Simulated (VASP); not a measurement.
# Na4IN (P-3m1) in VASP: single point with PBE

Aim: the single point of Na4IN with PBE.

All numbers are computed with VASP 6.6.1; they aren't measurements. Logs are shortened: lines on timing, memory, paths and dates and some standing lists are left out, and cuts for length are marked.

**1. The cell of the first run**

It takes space group P-3m1 (No. 164, trigonal). The conventional cell has a = 4.226 Å, b = 4.226 Å, c = 9.736 Å, α = 90.00°, β = 90.00°, γ = 120.00°. Within 3.4 Å of Na (site symmetry 3m) lie 3 N at 2.51 Å and 7 Na at 2.69 to 3.35 Å. Within 4.3 Å of Na (site symmetry 3m) lie 3 I at 3.21 Å and 10 Na at 3.29 to 4.23 Å and 3 N at 3.70 Å. I (site symmetry -3m) has 6 Na at 3.21 Å and 6 I at 4.23 Å within 4.3 Å. N (site symmetry -3m) has 6 Na at 2.51 Å within 3.3 Å.

The cell was built from a structure type or drawn by symmetry, and may not be a known phase.

**2. Single point, PBE**

Input file INCAR:

```
SYSTEM = Na4IN
  PREC = Accurate
  ENCUT = 600
  EDIFF = 1E-6
  ISMEAR = 0
  SIGMA = 0.15
  LREAL = .False.
  LASPH = .True.
  NELM = 120
  ALGO = Normal
  ISIF = 2
  LWAVE = .False.
  LCHARG = .False.
  GGA = PE
  NBANDS = 29
  GGA_COMPAT = .False.
```

Input file KPOINTS:

```
regular mesh
0
Gamma
  4 4 1
  0 0 0
```

Input file POSCAR:

```
Na4IN
1.0
    4.2255366331      0.0000000000      0.0000000000
   -2.1127683166      3.6594220689      0.0000000000
    0.0000000000      0.0000000000      9.7355935152
Na I N
4 1 1
Direct
    0.3333333333      0.6666666667      0.9414437584
    0.3333333333      0.6666666667      0.2856371260
    0.6666666667      0.3333333333      0.7143628740
    0.6666666667      0.3333333333      0.0585562416
    0.0000000000      0.0000000000      0.5000000000
    0.0000000000      0.0000000000      0.0000000000
```

Potentials or basis: VASP PAW PBE potentials, release 64 (Na_pv, I, N).

Started as:

```bash
$ cat potpaw_PBE.64/Na_pv/POTCAR potpaw_PBE.64/I/POTCAR potpaw_PBE.64/N/POTCAR > POTCAR
$ mpirun -np 1 vasp_std > vasp.out
```

OUTCAR:

```text
SYSTEM = Na4IN
   PREC = Accurate
   ENCUT = 600
   EDIFF = 1E-6
   ISMEAR = 0
   LREAL = .False.
   LASPH = .True.
   NELM = 120
   ISIF = 2
   GGA = PE

 ion  position               nearest neighbor table
   1  0.333  0.667  0.941-   4 2.69   4 2.69   4 2.69
   2  0.333  0.667  0.286-
   3  0.667  0.333  0.714-
   4  0.667  0.333  0.059-   1 2.69   1 2.69   1 2.69
   5  0.000  0.000  0.500-
   6  0.000  0.000  0.000-

  LATTYP: Found a hexagonal cell.
 ALAT       =     4.2255366331
 C/A-ratio  =     2.3039898504

  Lattice vectors:

 A1 = (   4.2255366331,   0.0000000000,   0.0000000000)
 A2 = (  -2.1127683166,   3.6594220689,   0.0000000000)
 A3 = (   0.0000000000,   0.0000000000,   9.7355935152)

Analysis of symmetry for initial positions (statically):
=====================================================================
 Subroutine PRICEL returns:
 Original cell was already a primitive cell.

 Routine SETGRP: Setting up the symmetry group for a
 hexagonal supercell.

 Subroutine GETGRP returns: Found 12 space group operations
 (whereof 12 operations were pure point group operations)
 out of a pool of 24 trial point group operations.

The static configuration has the point symmetry D_3d.

Analysis of symmetry for dynamics (positions and initial velocities):
=====================================================================
 Subroutine PRICEL returns:
 Original cell was already a primitive cell.

 Routine SETGRP: Setting up the symmetry group for a
 hexagonal supercell.

 Subroutine GETGRP returns: Found 12 space group operations
 (whereof 12 operations were pure point group operations)
 out of a pool of 24 trial point group operations.

The dynamic configuration has the point symmetry D_3d.

 Subroutine INISYM returns: Found 12 space group operations
 (whereof 12 operations are pure point group operations),
 and found     1 'primitive' translations

----------------------------------------------------------------------------------------

                                     Primitive cell

  volume of cell :     150.5417

  direct lattice vectors                    reciprocal lattice vectors
     4.225536633  0.000000000  0.000000000     0.236656332  0.136633597  0.000000000
    -2.112768317  3.659422069  0.000000000     0.000000000  0.273267194  0.000000000
     0.000000000  0.000000000  9.735593515     0.000000000  0.000000000  0.102715874

  length of vectors
     4.225536633  4.225536633  9.735593515     0.273267194  0.273267194  0.102715874

  position of ions in fractional coordinates (direct lattice)
     0.333333333  0.666666667  0.941443758
     0.333333333  0.666666667  0.285637126
     0.666666667  0.333333333  0.714362874
     0.666666667  0.333333333  0.058556242
     0.000000000  0.000000000  0.500000000
     0.000000000  0.000000000  0.000000000

  ion indices of the primitive-cell ions
   primitive index   ion index
                 1           1
                 2           2
                 3           3
                 4           4
                 5           5
                 6           6

----------------------------------------------------------------------------------------

 KPOINTS: regular mesh

Automatic generation of k-mesh.
 Grid dimensions read from file:
 generate k-points for:    4    4    1

 Generating k-lattice:

  Cartesian coordinates                     Fractional coordinates (reciprocal lattice)
     0.059164083  0.034158399  0.000000000     0.250000000 -0.000000000  0.000000000
     0.000000000  0.068316798  0.000000000     0.000000000  0.250000000  0.000000000
     0.000000000  0.000000000  0.102715874     0.000000000  0.000000000  1.000000000

  Length of vectors
     0.068316798  0.068316798  0.102715874

  Shift w.r.t. Gamma in fractional coordinates (k-lattice)
     0.000000000  0.000000000  0.000000000

 Subroutine IBZKPT returns following result:
 ===========================================

 Found      4 irreducible k-points:

 Following reciprocal coordinates:
            Coordinates               Weight
  0.000000  0.000000  0.000000      1.000000
  0.250000 -0.000000  0.000000      6.000000
  0.500000 -0.000000  0.000000      3.000000
  0.250000  0.250000  0.000000      6.000000
   k-points           NKPTS =      4   k-points in BZ     NKDIM =      4   number of bands    NBANDS=     29
   number of dos      NEDOS =    301   number of ions     NIONS =      6
   total plane-waves  NPLWV = 103680
   dimension x,y,z NGX =    36 NGY =   36 NGZ =   80
   dimension x,y,z NGXF=    72 NGYF=   72 NGZF=  160
   ions per type =               4   1   1
   NGX,Y,Z   is equivalent  to a cutoff of  14.16, 14.16, 13.66 a.u.
   NGXF,Y,Z  is equivalent  to a cutoff of  28.33, 28.33, 27.32 a.u.
 SYSTEM =  Na4IN
   PREC   = accura    normal or accurate (medium, high low for compatibility)
   ISTART =      0    job   : 0-new  1-cont  2-samecut
   ICHARG =      2    charge: 1-file 2-atom 10-const
   ISPIN  =      1    spin polarized calculation?
   LNONCOLLINEAR =      F non collinear calculations
   LSORBIT =      F    spin-orbit coupling
   LASPH  =      T    aspherical Exc in radial PAW
   ENCUT  =  600.0 eV  44.10 Ry    6.64 a.u.   8.44  8.44 19.44*2*pi/ulx,y,z
   NELM   =    120;   NELMIN=  2; NELMDL= -5     # of ELM steps
   EDIFF  = 0.1E-05   stopping-criterion for ELM
   LREAL  =      F    real-space projection
   EDIFFG = 0.1E-04   stopping-criterion for IOM
   NSW    =      0    number of steps for IOM
   IBRION =     -1    ionic relax: 0-MD 1-quasi-New 2-CG
   NFREE  =      0    steps in history (QN), initial steepest desc. (CG)
   ISIF   =      2    stress and relaxation
   ISYM   =      2    0-nonsym 1-usesym 2-fastsym
   POTIM  = 0.5000    time-step for ionic-motion
   TEBEG  =    0.0;   TEEND  =   0.0 temperature during run
   PSTRESS=    0.0 pullay stress
   NELECT =      40.0000    total number of electrons
   NUPDOWN=      -1.0000    fix difference up-down
   EMIN   =  10.00;   EMAX   =-10.00  energy-range for DOS
   EFERMI =   0.00;   METHOD = LEGACY
   ISMEAR =     0;   SIGMA  =   0.15  broadening in eV -4-tet -1-fermi 0-gaus
   EFERMI_NEDOS =   21; number of points for ismear=-14 and -15
   IALGO  =     38    algorithm
   IMIX   =      4    mixing-type and parameters
     AMIX     =   0.40;   BMIX     =  1.00
     AMIX_MAG =   1.60;   BMIX_MAG =  1.00
  volume/ion in A,a.u.               =      25.09       169.32
  Fermi-wavevector in a.u.,A,eV,Ry     =   1.052469  1.988878 15.071045  1.107691
  Thomas-Fermi vector in A             =   2.187553
   LORBIT       =      0    0 simple, 1 ext, 2 COOP (PROOUT), +10 PAW based schemes
   GGA     = PE    functional components
   LHFCALC =     F    Hartree Fock is set to
   AEXX    =    0.0000 exact exchange contribution
   IVDW    =     0    specifies the selected vdW correction
   LEPSILON=     F    determine dielectric tensor
   LRPA    =     F    only Hartree local field effects (RPA)
 non-spin polarized calculation
 Gauss-broadening in eV      SIGMA  =   0.15
  energy-cutoff  :      600.00
  volume of cell :      150.54
 maximum number of plane-waves:      5085
 NGX is ok and might be reduce to    36
   NGX = 17   NGY = 17   NGZ = 39

 number of electron      40.0000018 magnetization

 Free energy of the ion-electron system (eV)
  ---------------------------------------------------
  ext. energy  EPLUGINS =         0.00000000
  ---------------------------------------------------
  free energy    TOTEN  =       -15.35284863 eV

  energy without entropy =      -15.33189267  energy(sigma->0) =      -15.34237065

 E-fermi :   2.2771     XC(G=0):  -7.7588

 val. band max:        2.2100713961   @ k =   0.0000   0.0000   0.0000
 cond. band min:       2.7903356147   @ k =   0.2500  -0.0000   0.0000
 fundamental gap:      0.5802642186
 Fermi energy:         2.2771377399

 k-point     1 :       0.0000    0.0000    0.0000
  band No.  band energies     occupation
      1     -23.1892      2.00000
      2     -23.1892      2.00000
      3     -23.1892      2.00000
      4     -23.1892      2.00000
      5     -23.1651      2.00000
      6     -23.1634      2.00000
      7     -21.2079      2.00000
      8     -21.1708      2.00000
      9     -21.1368      2.00000
     10     -21.1368      2.00000
     11     -20.9653      2.00000
     12     -20.9653      2.00000
     13     -11.6155      2.00000
     14      -8.9361      2.00000
     15      -2.4614      2.00000
     16      -0.2456      2.00000
     17      -0.2456      2.00000
     18       1.0305      2.00000
     19       1.3832      2.00000
     20       2.2101      1.47282
     21       2.2101      1.47281
     22       4.6448      0.00000
     23       4.8981      0.00000
     24       6.4100      0.00000
     25       8.0382      0.00000
     26       8.0382      0.00000
     27       8.9466      0.00000
     28       9.4340      0.00000
     29       9.4340      0.00000

 k-point     2 :       0.2500   -0.0000    0.0000
  band No.  band energies     occupation
      1     -23.1932      2.00000
      2     -23.1929      2.00000
      3     -23.1903      2.00000
      4     -23.1900      2.00000
      5     -23.1641      2.00000
      6     -23.1630      2.00000
      7     -21.2173      2.00000
      8     -21.2093      2.00000
      9     -21.1522      2.00000
     10     -21.0931      2.00000
     11     -20.9724      2.00000
     12     -20.9523      2.00000
     13     -11.4320      2.00000
     14      -8.8339      2.00000
     15      -2.0996      2.00000
     16      -1.7162      2.00000
     17      -0.5569      2.00000
     18       1.0413      2.00000
     19       1.3668      2.00000
     20       2.1225      1.85527
     21       2.7903      0.00000
     22       4.1815      0.00000
     23       5.8684      0.00000
     24       6.6732      0.00000
     25       6.9754      0.00000
     26       7.3557      0.00000
     27       8.1889      0.00000
     28       8.2654      0.00000
     29       8.9811      0.00000

 k-point     3 :       0.5000   -0.0000    0.0000
  band No.  band energies     occupation
      1     -23.1971      2.00000
      2     -23.1965      2.00000
      3     -23.1912      2.00000
      4     -23.1909      2.00000
      5     -23.1630      2.00000
      6     -23.1626      2.00000
      7     -21.2349      2.00000
      8     -21.2214      2.00000
      9     -21.1659      2.00000
     10     -21.0690      2.00000
     11     -20.9780      2.00000
     12     -20.9411      2.00000
     13     -11.2296      2.00000
     14      -8.7300      2.00000
     15      -2.7354      2.00000
     16      -1.6517      2.00000
     17      -0.8269      2.00000
     18       0.6585      2.00000
     19       1.8990      1.99964
     20       2.0398      1.97475
     21       3.2361      0.00000
     22       3.9960      0.00000
     23       5.0547      0.00000
     24       5.6224      0.00000
     25       6.3289      0.00000
     26       6.8001      0.00000
     27       7.7110      0.00000
     28       7.9972      0.00000
     29       9.1806      0.00000

 k-point     4 :       0.2500    0.2500    0.0000
  band No.  band energies     occupation
      1     -23.1956      2.00000
      2     -23.1952      2.00000
      3     -23.1926      2.00000
      4     -23.1924      2.00000
      5     -23.1631      2.00000
      6     -23.1626      2.00000
      7     -21.2261      2.00000
      8     -21.2248      2.00000
      9     -21.1804      2.00000
     10     -21.0492      2.00000
     11     -20.9931      2.00000
     12     -20.9366      2.00000
     13     -11.2313      2.00000
     14      -8.7314      2.00000
     15      -2.3578      2.00000
     16      -1.6645      2.00000
     17      -1.4758      2.00000
     18       0.8959      2.00000
     19       1.6420      2.00000
     20       1.8535      1.99993
     21       3.7343      0.00000
     22       4.0810      0.00000
     23       5.2547      0.00000
     24       5.9612      0.00000
     25       6.5355      0.00000
     26       7.0497      0.00000
     27       7.7594      0.00000
     28       7.9450      0.00000
     29       8.3705      0.00000

------------------------ aborting loop because EDIFF is reached ----------------------------------------

  FORCE on cell =-STRESS in cart. coord.  units (eV):
  Direction    XX          YY          ZZ          XY          YZ          ZX
  --------------------------------------------------------------------------------------
  -------------------------------------------------------------------------------------
  Total        0.3595539      0.3595539      0.7175632     -0.0000000     -0.0000000     -0.0000000
  in kB        3.8266412      3.8266412      7.6368439     -0.0000000     -0.0000000     -0.0000000
  external PRESSURE =       5.0967088 kB  Pullay stress =       0.0000000 kB

 VOLUME and BASIS-vectors are now :
 -----------------------------------------------------------------------------
  energy-cutoff  :      600.00
  volume of cell :      150.54
      direct lattice vectors                 reciprocal lattice vectors
     4.225536633  0.000000000  0.000000000     0.236656332  0.136633597  0.000000000
    -2.112768317  3.659422069  0.000000000     0.000000000  0.273267194  0.000000000
     0.000000000  0.000000000  9.735593515     0.000000000  0.000000000  0.102715874

 POSITION                                       TOTAL-FORCE (eV/Angst)
 -----------------------------------------------------------------------------------
     -0.00000      2.43961      9.16551        -0.000000      0.000000     -0.057849
     -0.00000      2.43961      2.78085         0.000000      0.000000      0.004447
      2.11277      1.21981      6.95475        -0.000000     -0.000000     -0.004447
      2.11277      1.21981      0.57008        -0.000000      0.000000      0.057849
      0.00000      0.00000      4.86780        -0.000000      0.000000     -0.000000
      0.00000      0.00000      0.00000        -0.000000      0.000000     -0.000000
 -----------------------------------------------------------------------------------
    total drift:                                0.000000      0.000000     -0.000000

  FREE ENERGIE OF THE ION-ELECTRON SYSTEM (eV)
  ---------------------------------------------------
  free  energy   TOTEN  =       -15.3528486329 eV

  energy  without entropy=      -15.3318926719  energy(sigma->0) =      -15.34237065
```

Run time: 16 s. Hardware: 1 thread of Intel Xeon 6975P-C (Granite Rapids), shared host; peak memory 0.3 GiB.

What came out:

```
Free energy            : -15.3528 eV
Pressure               : 0.5 GPa
Largest force          : 0.058 eV/Å
Band gap on the k mesh : zero (filled and empty bands touch)
```

Forces on the atoms (eV/Å):
```
Na   0.000  0.000 -0.058
Na   0.000  0.000  0.004
Na   0.000  0.000 -0.004
Na   0.000  0.000  0.058
I    0.000  0.000  0.000
N    0.000  0.000  0.000
```

Stress tensor (GPa, compression positive):
```
0.38 0.00 0.00
0.00 0.38 0.00
0.00 0.00 0.76
```

Levels at points of the mesh, in eV from the Fermi level:
```tsv
k point	band 16	band 17	band 18	band 19	band 20	band 21	band 22	band 23	band 24	band 25
(0.00, 0.00, 0.00)	-2.52	-2.52	-1.25	-0.89	-0.07	-0.07	2.37	2.62	4.13	5.76
(0.50, 0.00, 0.00)	-3.93	-3.10	-1.62	-0.38	-0.24	0.96	1.72	2.78	3.35	4.05
```

Caveat: the k points lie up to 0.65 Å⁻¹ apart; spin-orbit coupling is left out, which moves the levels of the heavy elements.
